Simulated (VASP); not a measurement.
# P (Cmce) in VASP: further runs

Runs on P. Level: LDA. Tasks: single point.

Everything below comes from runs of VASP 6.6.1. Logs are shortened: lines on timing, memory, paths and dates and some standing lists are left out, and cuts for length are marked.

## 1. The cell of the first run

It takes space group Cmce (No. 64, orthorhombic). The conventional cell has a = 3.317 Å, b = 11.002 Å, c = 4.574 Å, α = 90.00°, β = 90.00°, γ = 90.00°. P (site symmetry m) has 3 P at 2.22 to 2.26 Å within 2.9 Å.

## 2. Single point, LDA (volume scaled by 1.02)

File INCAR:

```
SYSTEM = P
PREC = Accurate
ENCUT = 520
EDIFF = 1E-6
ISMEAR = -1
SIGMA = 0.05
LREAL = .False.
LASPH = .True.
NELM = 60
ALGO = Normal
ISIF = 2
LWAVE = .False.
LCHARG = .True.
LELF = .True.
LVHAR = .True.
NBANDS = 18
```

File KPOINTS:

```
regular mesh
0
Gamma
  8 8 6
  0 0 0
```

File POSCAR:

```
P
1.0
    1.6586556482     -5.5012310827      0.0000000000
    1.6586556482      5.5012310827      0.0000000000
    0.0000000000      0.0000000000      4.5737267689
P
4
Direct
    0.9041431300      0.0958568700      0.5888151700
    0.0958568700      0.9041431300      0.4111848300
    0.5958568700      0.4041431300      0.0888151700
    0.4041431300      0.5958568700      0.9111848300
```

Potentials or basis: VASP PAW LDA potentials, release 64 (P).

The run is started by

```bash
$ cat potpaw_LDA.64/P/POTCAR > POTCAR
$ mpirun -np 1 vasp_std > vasp.out
```

OUTCAR:

```text
SYSTEM = P
   PREC = Accurate
   ENCUT = 520
   EDIFF = 1E-6
   ISMEAR = -1
   LREAL = .False.
   LASPH = .True.
   NELM = 60
   ISIF = 2

 ion  position               nearest neighbor table
   1  0.904  0.096  0.589-   4 2.22   4 2.22   2 2.26
   2  0.096  0.904  0.411-   3 2.22   3 2.22   1 2.26
   3  0.596  0.404  0.089-   2 2.22   2 2.22   4 2.26
   4  0.404  0.596  0.911-   1 2.22   1 2.22   3 2.26

  LATTYP: Found a base centered orthorhombic cell.
 ALAT       =     3.3173112964
 B/A-ratio  =     3.3166806436
 C/A-ratio  =     1.3787451223

  Lattice vectors:

 A1 = (   1.6586556482,  -5.5012310827,   0.0000000000)
 A2 = (   1.6586556482,   5.5012310827,   0.0000000000)
 A3 = (   0.0000000000,   0.0000000000,   4.5737267689)

Analysis of symmetry for initial positions (statically):
=====================================================================
 Subroutine PRICEL returns:
 Original cell was already a primitive cell.

 Routine SETGRP: Setting up the symmetry group for a
 base centered orthorhombic supercell.

 Subroutine GETGRP returns: Found  8 space group operations
 (whereof  4 operations were pure point group operations)
 out of a pool of  8 trial point group operations.

The static configuration has the point symmetry C_2h.
 The point group associated with its full space group is D_2h.

Analysis of symmetry for dynamics (positions and initial velocities):
=====================================================================
 Subroutine PRICEL returns:
 Original cell was already a primitive cell.

 Routine SETGRP: Setting up the symmetry group for a
 base centered orthorhombic supercell.

 Subroutine GETGRP returns: Found  8 space group operations
 (whereof  4 operations were pure point group operations)
 out of a pool of  8 trial point group operations.

The dynamic configuration has the point symmetry C_2h.
 The point group associated with its full space group is D_2h.

 Subroutine INISYM returns: Found  8 space group operations
 (whereof  4 operations are pure point group operations),
 and found     1 'primitive' translations

----------------------------------------------------------------------------------------

                                     Primitive cell

  volume of cell :      83.4673

  direct lattice vectors                    reciprocal lattice vectors
     1.658655648 -5.501231083  0.000000000     0.301448948 -0.090888747  0.000000000
     1.658655648  5.501231083  0.000000000     0.301448948  0.090888747  0.000000000
     0.000000000  0.000000000  4.573726769     0.000000000  0.000000000  0.218640083

  length of vectors
     5.745840407  5.745840407  4.573726769     0.314852716  0.314852716  0.218640083

  position of ions in fractional coordinates (direct lattice)
     0.904143130  0.095856870  0.588815170
     0.095856870  0.904143130  0.411184830
     0.595856870  0.404143130  0.088815170
     0.404143130  0.595856870  0.911184830

  ion indices of the primitive-cell ions
   primitive index   ion index
                 1           1
                 2           2
                 3           3
                 4           4

----------------------------------------------------------------------------------------

 KPOINTS: regular mesh

Automatic generation of k-mesh.
 Grid dimensions read from file:
 generate k-points for:    8    8    6

 Generating k-lattice:

  Cartesian coordinates                     Fractional coordinates (reciprocal lattice)
     0.037681118 -0.011361093  0.000000000     0.125000000  0.000000000  0.000000000
     0.037681118  0.011361093  0.000000000     0.000000000  0.125000000  0.000000000
     0.000000000  0.000000000  0.036440014     0.000000000  0.000000000  0.166666667

  Length of vectors
     0.039356589  0.039356589  0.036440014

  Shift w.r.t. Gamma in fractional coordinates (k-lattice)
     0.000000000  0.000000000  0.000000000

 Subroutine IBZKPT returns following result:
 ===========================================

 Found     84 irreducible k-points:

 Following reciprocal coordinates:
            Coordinates               Weight
  0.000000  0.000000  0.000000      1.000000
  0.125000  0.000000  0.000000      4.000000
  0.250000  0.000000  0.000000      4.000000
  0.375000  0.000000  0.000000      4.000000
  0.500000  0.000000  0.000000      2.000000
  0.125000  0.125000  0.000000      2.000000
[... 16 lines left out ...]
  0.125000  0.000000  0.166667      8.000000
  0.250000  0.000000  0.166667      8.000000
 [... further k-points ...]
   k-points           NKPTS =     84   k-points in BZ     NKDIM =     84   number of bands    NBANDS=     18
   number of dos      NEDOS =    301   number of ions     NIONS =      4
   total plane-waves  NPLWV =  82944
   dimension x,y,z NGX =    48 NGY =   48 NGZ =   36
   dimension x,y,z NGXF=    96 NGYF=   96 NGZF=   72
   ions per type =               4
   NGX,Y,Z   is equivalent  to a cutoff of  13.89, 13.89, 13.09 a.u.
   NGXF,Y,Z  is equivalent  to a cutoff of  27.78, 27.78, 26.17 a.u.
 SYSTEM =  P
   PREC   = accura    normal or accurate (medium, high low for compatibility)
   ISTART =      0    job   : 0-new  1-cont  2-samecut
   ICHARG =      2    charge: 1-file 2-atom 10-const
   ISPIN  =      1    spin polarized calculation?
   LNONCOLLINEAR =      F non collinear calculations
   LSORBIT =      F    spin-orbit coupling
   LASPH  =      T    aspherical Exc in radial PAW
   ENCUT  =  520.0 eV  38.22 Ry    6.18 a.u.  10.68 10.68  8.50*2*pi/ulx,y,z
   NELM   =     60;   NELMIN=  2; NELMDL= -5     # of ELM steps
   EDIFF  = 0.1E-05   stopping-criterion for ELM
   LREAL  =      F    real-space projection
   EDIFFG = 0.1E-04   stopping-criterion for IOM
   NSW    =      0    number of steps for IOM
   IBRION =     -1    ionic relax: 0-MD 1-quasi-New 2-CG
   NFREE  =      0    steps in history (QN), initial steepest desc. (CG)
   ISIF   =      2    stress and relaxation
   ISYM   =      2    0-nonsym 1-usesym 2-fastsym
   POTIM  = 0.5000    time-step for ionic-motion
   TEBEG  =    0.0;   TEEND  =   0.0 temperature during run
   PSTRESS=    0.0 pullay stress
   NELECT =      20.0000    total number of electrons
   NUPDOWN=      -1.0000    fix difference up-down
   EMIN   =  10.00;   EMAX   =-10.00  energy-range for DOS
   EFERMI =   0.00;   METHOD = LEGACY
[... 26 lines left out ...]
  ---------------------------------------------------
  ext. energy  EPLUGINS =         0.00000000
  ---------------------------------------------------
  free energy    TOTEN  =       -23.95057336 eV

  energy without entropy =      -23.94996793  energy(sigma->0) =      -23.95027064

 E-fermi :   5.5937     XC(G=0):  -9.5979

 val. band max:        5.5866366649   @ k =   0.5000   0.5000   0.0000
 cond. band min:       5.6041948990   @ k =   0.5000   0.5000   0.0000
 fundamental gap:      0.0175582341
 Fermi energy:         5.5936791464

 k-point     1 :       0.0000    0.0000    0.0000
  band No.  band energies     occupation
      1     -10.0545      2.00000
      2      -7.3604      2.00000
      3      -4.1485      2.00000
      4      -1.1129      2.00000
      5       0.5867      2.00000
      6       0.7445      2.00000
[... 10 lines left out ...]
     17      12.3636      0.00000
     18      12.8875      0.00000

 k-point     2 :       0.1250    0.0000    0.0000
  band No.  band energies     occupation
      1      -9.8657      2.00000
      2      -7.1813      2.00000
      3      -4.2338      2.00000
      4      -0.9456      2.00000
      5       0.2120      2.00000
      6       0.6595      2.00000
[... 10 lines left out ...]
     17      11.3422      0.00000
     18      12.3408      0.00000

 k-point     3 :       0.2500    0.0000    0.0000
  band No.  band energies     occupation
      1      -9.3060      2.00000
      2      -6.6447      2.00000
      3      -4.7299      2.00000
      4      -1.2238      2.00000
      5      -0.4814      2.00000
      6      -0.3497      2.00000
[... 10 lines left out ...]
     17      10.9302      0.00000
     18      12.1376      0.00000

 k-point     4 :       0.3750    0.0000    0.0000
  band No.  band energies     occupation
      1      -8.3987      2.00000
      2      -5.8559      2.00000
      3      -5.7533      2.00000
      4      -2.9686      2.00000
      5      -0.4070      2.00000
      6       0.0683      2.00000
[... 10 lines left out ...]
     17      11.9346      0.00000
     18      12.0552      0.00000

 k-point     5 :       0.5000    0.0000    0.0000
  band No.  band energies     occupation
      1      -7.2006      2.00000
      2      -7.2006      2.00000
      3      -4.5173      2.00000
      4      -4.5173      2.00000
      5       0.0545      2.00000
      6       0.0545      2.00000
[... 10 lines left out ...]
     17      11.7961      0.00000
     18      11.7961      0.00000

 k-point     6 :       0.1250    0.1250    0.0000
  band No.  band energies     occupation
      1      -9.3232      2.00000
      2      -6.5999      2.00000
      3      -4.7288      2.00000
      4      -1.2394      2.00000
      5      -0.5436      2.00000
      6      -0.3530      2.00000
[... 10 lines left out ...]
     17      10.9450      0.00000
     18      12.8256      0.00000

 k-point     7 :       0.2500    0.1250    0.0000
  band No.  band energies     occupation
      1      -8.4294      2.00000
      2      -5.8354      2.00000
      3      -5.6724      2.00000
      4      -3.0354      2.00000
      5      -0.4085      2.00000
      6      -0.0235      2.00000
[... 10 lines left out ...]
     17      11.7431      0.00000
     18      12.7989      0.00000

 k-point     8 :       0.3750    0.1250    0.0000
  band No.  band energies     occupation
      1      -7.2367      2.00000
      2      -7.1624      2.00000
      3      -4.6178      2.00000
      4      -4.4161      2.00000
      5       0.0188      2.00000
      6       0.0861      2.00000
[... 10 lines left out ...]
     17      11.8062      0.00000
     18      11.9722      0.00000
[... 229 lines left out ...]
     17      10.8868      0.00000
     18      11.5849      0.00000

 k-point    20 :      -0.3750    0.3750    0.0000
  band No.  band energies     occupation
      1      -9.9437      2.00000
      2      -7.6259      2.00000
      3      -4.0795      2.00000
      4      -0.6080      2.00000
      5       0.1278      2.00000
      6       0.2481      2.00000
[... 10 lines left out ...]
     17      11.1424      0.00000
     18      11.4749      0.00000

 k-point    21 :       0.5000    0.5000    0.0000
  band No.  band energies     occupation
      1      -9.9227      2.00000
      2      -7.6721      2.00000
      3      -4.0670      2.00000
      4      -0.4259      2.00000
      5       0.0500      2.00000
      6       0.0594      2.00000
[... 10 lines left out ...]
     17      10.9487      0.00000
     18      11.0791      0.00000

 k-point    22 :       0.0000    0.0000    0.1667
  band No.  band energies     occupation
      1      -9.9152      2.00000
      2      -7.5867      2.00000
      3      -4.1237      2.00000
      4      -1.4046      2.00000
      5       0.3036      2.00000
      6       1.2821      2.00000
[... 10 lines left out ...]
     17      12.7160      0.00000
     18      13.0000      0.00000

 k-point    23 :       0.1250    0.0000    0.1667
  band No.  band energies     occupation
      1      -9.7275      2.00000
      2      -7.4112      2.00000
      3      -4.1679      2.00000
      4      -1.3228      2.00000
      5       0.2163      2.00000
      6       0.4880      2.00000
[... 10 lines left out ...]
     17      12.0600      0.00000
     18      12.5292      0.00000

 k-point    24 :       0.2500    0.0000    0.1667
  band No.  band energies     occupation
      1      -9.1719      2.00000
      2      -6.8988      2.00000
      3      -4.5366      2.00000
      4      -1.6403      2.00000
      5      -0.6101      2.00000
      6      -0.1930      2.00000
[... 10 lines left out ...]
     17      10.9993      0.00000
     18      12.2229      0.00000

 [... further k-points ...]
[... 5 lines left out ...]
  --------------------------------------------------------------------------------------
  -------------------------------------------------------------------------------------
  Total       -2.4179352     -1.5107942     -1.8360042      0.0000000      0.0000000      0.0000000
  in kB      -46.4129212    -29.0001048    -35.2425993      0.0000000      0.0000000      0.0000000
  external PRESSURE =     -36.8852084 kB  Pullay stress =       0.0000000 kB

 VOLUME and BASIS-vectors are now :
 -----------------------------------------------------------------------------
  energy-cutoff  :      520.00
  volume of cell :       83.47
      direct lattice vectors                 reciprocal lattice vectors
     1.658655648 -5.501231083  0.000000000     0.301448948 -0.090888747  0.000000000
     1.658655648  5.501231083  0.000000000     0.301448948  0.090888747  0.000000000
     0.000000000  0.000000000  4.573726769     0.000000000  0.000000000  0.218640083

 POSITION                                       TOTAL-FORCE (eV/Angst)
 -----------------------------------------------------------------------------------
      1.65866     -4.44657      2.69308         0.000000     -0.089820     -0.050187
      1.65866      4.44657      1.88065         0.000000      0.089820      0.050187
      1.65866     -1.05466      0.40622         0.000000      0.089820     -0.050187
      1.65866      1.05466      4.16751         0.000000     -0.089820      0.050187
 -----------------------------------------------------------------------------------
    total drift:                                0.000000     -0.000000     -0.000000

  FREE ENERGIE OF THE ION-ELECTRON SYSTEM (eV)
  ---------------------------------------------------
  free  energy   TOTEN  =       -23.9505733571 eV

  energy  without entropy=      -23.9499679312  energy(sigma->0) =      -23.95027064
```

Run time: 5.1 min. Hardware: 1 thread of Oxide Virtual Turin-like, shared host; peak memory 0.22 GiB.

Results:

* Free energy: -23.9506 eV
* Pressure: -3.7 GPa
* Largest force: 0.103 eV/Å
* Band gap on the k mesh: 0.02 eV, direct

Forces in eV/Å, atoms in the order of the input:
```
P    0.000 -0.090 -0.050
P    0.000  0.090  0.050
P    0.000  0.090 -0.050
P    0.000 -0.090  0.050
```

Stress tensor (GPa, compression positive):
```
-4.64  0.00  0.00
 0.00 -2.90  0.00
 0.00  0.00 -3.52
```

 A k mesh can miss the band edges.

## 3. Single point, LDA (volume scaled by 1.04)

File INCAR:

```
SYSTEM = P
PREC     = Accurate       ! precision mode
ENCUT    = 520            ! plane-wave cutoff, eV
EDIFF    = 1E-6           ! SCF threshold, eV
ISMEAR   = -1             ! smearing method
SIGMA    = 0.05           ! smearing width, eV
LREAL    = .FALSE.        ! projectors in reciprocal space
LASPH    = .TRUE.         ! aspherical terms in the spheres
NELM     = 60             ! most SCF steps
ALGO     = Normal         ! electronic algorithm
ISIF     = 2              ! what is computed and relaxed
LWAVE    = .FALSE.        ! write WAVECAR
LCHARG   = .TRUE.         ! write CHGCAR
LELF     = .TRUE.         ! ELF
LVHAR    = .TRUE.       
NBANDS   = 18             ! bands
```

File KPOINTS:

```
Automatic mesh
0
G
  8 8 6
  0 0 0
```

File POSCAR:

```
P
1.0
    1.6694264413     -5.5369543634      0.0000000000
    1.6694264413      5.5369543634      0.0000000000
    0.0000000000      0.0000000000      4.6034271255
P
4
Direct
    0.9041431300      0.0958568700      0.5888151700
    0.0958568700      0.9041431300      0.4111848300
    0.5958568700      0.4041431300      0.0888151700
    0.4041431300      0.5958568700      0.9111848300
```

Potentials or basis: VASP PAW LDA potentials, release 64 (P).

The run is started by

```bash
$ cat potpaw_LDA.64/P/POTCAR > POTCAR
$ mpirun -np 1 vasp_std > vasp.out
```

Wall time 3.7 min (1 thread of Oxide Virtual Turin-like, shared host); peak memory 0.22 GiB.

Results (log left out):

- Free energy: -23.9070 eV
- Pressure: -4.9 GPa
- Largest force: 0.210 eV/Å
- Band gap on the k mesh: 0.05 eV, direct

Forces in eV/Å, atoms in the order of the input:
```
P    0.000 -0.205  0.046
P    0.000  0.205 -0.046
P    0.000  0.205  0.046
P    0.000 -0.205 -0.046
```

Stress tensor (GPa, compression positive):
```
-6.13  0.00  0.00
 0.00 -3.85  0.00
 0.00  0.00 -4.65
```

Levels at points of the mesh, in eV from the valence-band top:
| k point | band 6 | band 7 | band 8 | band 9 | band 10 | band 11 | band 12 | band 13 | band 14 | band 15 |
| --- | --- | --- | --- | --- | --- | --- | --- | --- | --- | --- |
| (0.00, 0.00, 0.00) | -4.72 | -3.96 | -2.72 | -2.52 | -1.18 | 0.53 | 0.95 | 1.75 | 2.68 | 5.12 |
| (0.50, 0.00, 0.00) | -5.43 | -3.30 | -3.30 | -2.59 | -2.59 | 0.56 | 0.56 | 1.41 | 1.41 | 3.17 |
| (0.50, 0.50, 0.00) | -5.40 | -4.05 | -2.37 | -1.54 | 0.00 | 0.05 | 0.72 | 1.92 | 2.58 | 5.05 |
| (0.00, 0.00, 0.50) | -4.29 | -3.20 | -3.20 | -1.64 | -1.64 | 1.24 | 1.24 | 2.78 | 2.78 | 4.34 |
| (0.50, 0.00, 0.50) | -5.50 | -5.20 | -5.20 | -1.77 | -1.77 | 1.57 | 1.57 | 3.28 | 3.28 | 4.79 |
| (0.50, 0.50, 0.50) | -3.22 | -2.73 | -2.73 | -1.97 | -1.97 | 1.27 | 1.27 | 2.36 | 2.36 | 3.01 |

 A k mesh can miss the band edges.

## 4. Single point, LDA (volume scaled by 1.06)

File INCAR:

```
SYSTEM = P
PREC     = Accurate       ! precision mode
ENCUT    = 520            ! plane-wave cutoff, eV
EDIFF    = 1E-6           ! SCF threshold, eV
ISMEAR   = -1             ! smearing method
SIGMA    = 0.05           ! smearing width, eV
LREAL    = .False.        ! projectors in reciprocal space
LASPH    = .True.         ! aspherical terms in the spheres
NELM     = 100            ! most SCF steps
ALGO     = Normal         ! electronic algorithm
ISIF     = 2              ! what is computed and relaxed
LWAVE    = .False.        ! write WAVECAR
LCHARG   = .True.         ! write CHGCAR
LELF     = .True.         ! ELF
LVHAR    = .True.       
NBANDS   = 18             ! bands
```

File KPOINTS:

```
Automatic mesh
0
Gamma
  8 8 6
  0 0 0
```

File POSCAR:

```
P
1.0
    1.6800600174     -5.5722225395      0.0000000000
    1.6800600174      5.5722225395      0.0000000000
    0.0000000000      0.0000000000      4.6327491080
P
4
Direct
    0.9041431300      0.0958568700      0.5888151700
    0.0958568700      0.9041431300      0.4111848300
    0.5958568700      0.4041431300      0.0888151700
    0.4041431300      0.5958568700      0.9111848300
```

The run is started by

```bash
$ cat potpaw_LDA.64/P/POTCAR > POTCAR
$ mpirun -np 1 vasp_std > vasp.out
```

Wall time 4 min (1 thread of Oxide Virtual Turin-like, shared host); peak memory 0.23 GiB.

It converged, with:

| Item | Value |
| --- | --- |
| Free energy | -23.8520 eV |
| Pressure | -5.9 GPa |
| Largest force | 0.340 eV/Å |
| Band gap on the k mesh | 0.09 eV, direct |

Forces on the atoms (eV/Å):
```
P    0.000 -0.312  0.136
P    0.000  0.312 -0.136
P    0.000  0.312  0.136
P    0.000 -0.312 -0.136
```

Stress tensor (GPa, compression positive):
```
-7.45  0.00  0.00
 0.00 -4.71  0.00
 0.00  0.00 -5.66
```

Levels at points of the mesh, in eV from the valence-band top:
| k point | band 8 | band 9 | band 10 | band 11 | band 12 | band 13 |
| --- | --- | --- | --- | --- | --- | --- |
| (0.00, 0.00, 0.00) | -2.64 | -2.47 | -1.13 | 0.57 | 0.98 | 1.73 |
| (0.50, 0.00, 0.00) | -3.23 | -2.54 | -2.54 | 0.59 | 0.59 | 1.45 |
| (0.50, 0.50, 0.00) | -2.33 | -1.49 | 0.00 | 0.09 | 0.76 | 1.88 |
| (0.00, 0.00, 0.50) | -3.13 | -1.60 | -1.60 | 1.20 | 1.20 | 2.77 |
| (0.50, 0.00, 0.50) | -5.12 | -1.73 | -1.73 | 1.59 | 1.59 | 3.27 |
| (0.50, 0.50, 0.50) | -2.68 | -1.94 | -1.94 | 1.27 | 1.27 | 2.34 |

 A k mesh can miss the band edges.

## 5. Overview

```csv
cell,gap on the mesh (eV),pressure (GPa),largest force (eV/Å)
"a = 5.746, b = 5.746, c = 4.574 Å, angles 90.0, 90.0, 146.4°, 4 atoms",0.02,-3.7,0.10
"a = 5.783, b = 5.783, c = 4.603 Å, angles 90.0, 90.0, 146.4°, 4 atoms",0.05,-4.9,0.21
"a = 5.820, b = 5.820, c = 4.633 Å, angles 90.0, 90.0, 146.4°, 4 atoms",0.09,-5.9,0.34
```

Alike in all rows: task single point; level LDA; potentials or basis VASP PAW LDA potentials, release 64 (P); no spin polarisation; k mesh 8 × 8 × 6; cutoff (eV) 520; smearing fermi-dirac 0.05 eV.

Absolute energies hang on the potentials; compare differences alone.
